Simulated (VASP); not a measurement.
Write the native input for VASP 6.6.1 that does the following.

```yaml
Task: single point
Functional: PBEsol
Potentials_or_basis: VASP PAW PBE potentials, release 64 (Sn_d, Te)
Cutoff: 500 eV
k_mesh: 6 × 6 × 6
Occupations: gaussian, width 0.01 eV
Spin: no spin polarisation
Dipole_correction: no
Further_INCAR_settings: ALGO = Normal; EDIFF = 1e-06; NBANDS = 17
```

The structure of SnTe lies in POSCAR:

```
SnTe
1.0
    0.0000000000      3.1190210562      3.1190210562
    3.1190210562      0.0000000000      3.1190210562
    3.1190210562      3.1190210562      0.0000000000
Sn Te
1 1
Direct
    0.0000000000      0.0000000000      0.0000000000
    0.5000000000      0.5000000000      0.5000000000
```

These files were run (other wordings do the same):

INCAR

```
SYSTEM = SnTe
  PREC = Accurate
  ENCUT = 500
  EDIFF = 1E-6
  ISMEAR = 0
  SIGMA = 0.01
  LREAL = .FALSE.
  LASPH = .TRUE.
  NELM = 120
  ALGO = Normal
  ISIF = 2
  LWAVE = .FALSE.
  LCHARG = .FALSE.
  GGA = PS
  NBANDS = 17
  GGA_COMPAT = .FALSE.
```

KPOINTS

```
regular mesh
0
G
  6 6 6
  0 0 0
```

Potentials or basis: VASP PAW PBE potentials, release 64 (Sn_d, Te).

Command:

```console
$ cat potpaw_PBE.64/Sn_d/POTCAR potpaw_PBE.64/Te/POTCAR > POTCAR
$ mpirun -np 1 vasp_std > vasp.out
```

It gave:

```
Pressure               : 1.2 GPa
Band gap on the k mesh : 0.23 eV, direct
```

Caveat: the PAW data sets were made with another functional, which shifts forces and pressure a little; spin-orbit coupling is left out, which moves the levels of the heavy elements.

Wall time 5.8 s on 1 thread of Intel(R) Xeon(R) 6975P-C (Granite Rapids) (shared host), peak memory 0.18 GiB.
